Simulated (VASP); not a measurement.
Wanted: the native input for a VASP 6.6.1 run.

- Task: single point
- Functional: PBEsol
- Potentials or basis: VASP PAW PBE potentials, release 64 (B, N)
- Cutoff: 520 eV
- k mesh: 6 × 6 × 10
- Occupations: gaussian, width 0.05 eV
- Spin: no spin polarisation
- Dipole correction: no
- Further INCAR settings: ALGO = Normal; EDIFF = 1e-06; NBANDS = 26

The structure of BN lies in POSCAR:

```
BN
1.0
    4.2663000000      0.0000000000      0.0000000000
    0.0000000000      4.2663000000      0.0000000000
    0.0000000000      0.0000000000      2.3858000000
B N
4 4
Direct
    0.1741337327      0.8258662673      0.5000000000
    0.3258662673      0.3258662673      0.0000000000
    0.6741337327      0.6741337327      0.0000000000
    0.8258662673      0.1741337327      0.5000000000
    0.8123909516      0.8123909516      0.5000000000
    0.3123909516      0.6876090484      0.0000000000
    0.6876090484      0.3123909516      0.0000000000
    0.1876090484      0.1876090484      0.5000000000
```

One way to write it, as run:

INCAR

```
PREC = Accurate ; ENCUT = 520
EDIFF = 1E-6 ; ISMEAR = 0
SIGMA = 0.05 ; LREAL = False
LASPH = True ; NELM = 60
ALGO = Normal ; ISIF = 2
LWAVE = False ; LCHARG = False
GGA = PS ; NBANDS = 26
```

KPOINTS

```
Automatic mesh
0
Gamma
  6 6 10
```

Potentials or basis: VASP PAW PBE potentials, release 64 (B, N).

Command:

```sh
$ cat potpaw_PBE.64/B/POTCAR potpaw_PBE.64/N/POTCAR > POTCAR
$ mpirun -np 1 vasp_std > vasp.out
```

It gave:

```yaml
Pressure: 59.0 GPa
Largest_force: 0.444 eV/Å
Band_gap_on_the_k_mesh: 4.51 eV, indirect (least direct gap 5.81 eV)
```

Caveat: the PAW data sets were made with another functional, which shifts forces and pressure a little.

Run time: 17 s on 1 thread of Intel(R) Xeon(R) 6975P-C (Granite Rapids) (shared host), peak memory 0.17 GiB.
